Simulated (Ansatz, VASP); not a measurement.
## N in VASP and in Ansatz

Contents of INCAR:

```
  PREC = Accurate
  ENCUT = 520
  EDIFF = 1E-7
  ISMEAR = 0
  SIGMA = 0.05
  LREAL = False
  LASPH = True
  NELM = 60
  ALGO = Normal
  ISIF = 2
  LWAVE = False
  LCHARG = False
  GGA = CA
  NBANDS = 30
```

Contents of KPOINTS:

```
regular mesh
0
Gamma
  7 7 2
```

Contents of POSCAR:

```
N
1.0
   -3.5269202438      0.0000000000      0.0000000000
   -1.7634601219     -3.0544025283      0.0000000000
   -0.5878200406      1.0181341761     13.3505029787
N
8
Direct
    0.0214544603      0.6452122064      0.9356366191
    0.1918663042      0.4748003624      0.4244010873
    0.0487707527      0.6178959140      0.8536877420
    0.2191825966      0.4474840701      0.3424522103
    0.6104055595      0.7229277738      0.1687833215
    0.4399937156      0.8933396177      0.6800188532
    0.6377218519      0.6956114815      0.0868344444
    0.4673100079      0.8660233254      0.5980699762
```

Input for Ansatz:

```yaml
crystal:
  lattice:
    - [-3.5269202438, 0.0, 0.0]
    - [-1.7634601219, -3.0544025283, 0.0]
    - [-0.5878200406, 1.0181341761, 13.3505029787]
  atoms:
    - { symbol: "N", position: [0.0214544603, 0.6452122064, 0.9356366191] }
    - { symbol: "N", position: [0.1918663042, 0.4748003624, 0.4244010873] }
    - { symbol: "N", position: [0.0487707527, 0.617895914, 0.853687742] }
    - { symbol: "N", position: [0.2191825966, 0.4474840701, 0.3424522103] }
    - { symbol: "N", position: [0.6104055595, 0.7229277738, 0.1687833215] }
    - { symbol: "N", position: [0.4399937156, 0.8933396177, 0.6800188532] }
    - { symbol: "N", position: [0.6377218519, 0.6956114815, 0.0868344444] }
    - { symbol: "N", position: [0.4673100079, 0.8660233254, 0.5980699762] }
basis:
  ecutwfc: 520.0
kpoints:
  mp_grid: { grid: [7, 7, 2] }
hamiltonian:
  xc: lda
scf:
  occupations: { method: gaussian, width: 0.05 }
output:
  forces: true
  stress: true
  eigenvalues: true
```

Alike in both runs: task single point; functional LDA; k mesh 7 × 7 × 2; occupations gaussian, width 0.05 eV; no spin polarisation.

|  | VASP | Ansatz |
| --- | --- | --- |
| version | VASP 6.6.1 | Ansatz 0.2.0 |
| potentials or method | VASP PAW LDA potentials, release 64 (N), cutoff 520 eV | scalar-relativistic, plane waves, PAW |
| valence electrons in the cell | 40 | 40 |

|  | VASP | Ansatz | Ansatz less VASP |
| --- | --- | --- | --- |
| gap on the k mesh at the Fermi level (eV) | 5.65 | 5.70 | +0.055 |
| least direct gap on the mesh (eV) | 5.65 | 5.70 | +0.055 |
| pressure (GPa) | 3.5 | 1.2 | -2.33 |
| traceless stress, the component that is largest in VASP (GPa) | 6.49 | 1.50 | -4.990 |
| rms of the force components (eV/Å) | 0.877 | 0.368 | -0.5083 |

LDA's correlation is that of Perdew and Zunger in VASP and of Perdew and Wang (1992) in Ansatz. Atom by atom the forces differ by 0.885 eV/Å (rms over components).

Noted on VASP's run: the standard files for N, O and F lose accuracy on very short bonds.
